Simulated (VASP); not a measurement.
Runs of VASP 6.6.1 on Si. Symmetry: Fd-3m, No. 227, cubic system. The conventional cell has a = 5.470 Å, b = 5.470 Å, c = 5.470 Å, α = 90.00°, β = 90.00°, γ = 90.00°. Within 3.1 Å of Si (site symmetry -43m) lie 4 Si at 2.37 Å. 

```csv
level,potentials or basis,k mesh,cutoff (eV),gap on the mesh (eV),pressure (GPa)
r2SCAN,"VASP PAW PBE potentials, release 64 (Si)","1 × 1 × 1, shifted",550,2.56,(a)
PBE,"VASP PAW PBE potentials, release 64 (Si)","1 × 1 × 1, shifted",500,(b),0.3
PBE,"VASP PAW PBE potentials, release 64 (Si)",1 × 1 × 1,500,0.72,1.0
LDA,"VASP PAW LDA potentials, release 64 (Si)","1 × 1 × 1, shifted",500,2.17,-3.0
```

Alike in all rows: task single point; no spin polarisation; cell as given; smearing fermi-dirac 0.01 eV.

Task: Fill in the values left out.

Result: (a) -1.2; (b) 2.28.

Caveats: all runs use coarse meshes; a shifted mesh leaves out Γ, where band edges can lie (at least some runs); the PAW data sets were made with another functional, which shifts forces and pressure a little (at least some runs); an odd mesh through Γ misses points on the zone boundary, where band edges can lie (at least some runs).
